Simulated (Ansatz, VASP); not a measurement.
**One calculation of Ag, two programs**

The input INCAR:

```
  ALGO = Fast
  EDIFF = 1E-6
  ENCUT = 520
  GGA = PE
  ISIF = 2
  ISMEAR = 0
  LASPH = True
  LCHARG = True
  LELF = True
  LREAL = False
  LVHAR = True
  LWAVE = False
  NBANDS = 12
  NELM = 60
  PREC = Accurate
  SIGMA = 0.15
```

The input KPOINTS:

```
k-points
0
Gamma
  20 20 20
```

File POSCAR:

```
Ag
1.0
   -1.7881063200      1.7881063200      1.6556540000
    1.7881063200     -1.7881063200      1.6556540000
    1.7881063200      1.7881063200     -1.6556540000
Ag
1
Direct
    0.0000000000      0.0000000000      0.0000000000
```

Input for Ansatz:

```yaml
crystal:
  lattice:
    - [-1.78810632, 1.78810632, 1.655654]
    - [1.78810632, -1.78810632, 1.655654]
    - [1.78810632, 1.78810632, -1.655654]
  atoms:
    - { symbol: Ag, position: [0.0, 0.0, 0.0] }
basis:
  ecutwfc: 420
kpoints:
  mp_grid: { grid: [20, 20, 20] }
hamiltonian:
  xc: pbe
scf:
  occupations: { method: gaussian, width: 0.15 }
output:
  forces: true
  stress: true
  eigenvalues: true
```

Change from the starting cell: strain +0.080 along x and y, +0.000 along z, atoms carried along.

Alike in both runs: task single point; functional PBE; k mesh 20 × 20 × 20; occupations gaussian, width 0.15 eV; no spin polarisation.

|  | VASP | Ansatz |
| --- | --- | --- |
| version | VASP 6.6.1 | Ansatz 0.2.0 |
| potentials or method | VASP PAW PBE potentials, release 64 (Ag), cutoff 520 eV | scalar-relativistic, plane waves, PAW |
| valence electrons in the cell | 11 | 19 |

|  | VASP | Ansatz | Ansatz less VASP |
| --- | --- | --- | --- |
| gap on the k mesh at the Fermi level (eV) | none | none | - |
| pressure (GPa) | -9.0 | -9.0 | -0.01 |
| traceless stress, the component that is largest in VASP (GPa) | -0.18 | -0.18 | -0.004 |

A gap of «none» marks a metal or a gap that the smearing closes. The functional is the same, so the differences come from potentials, cutoffs and numerics. VASP's potentials hold 11 valence electrons a cell and Ansatz's 19, so a difference there can come from the potentials and not from the codes.
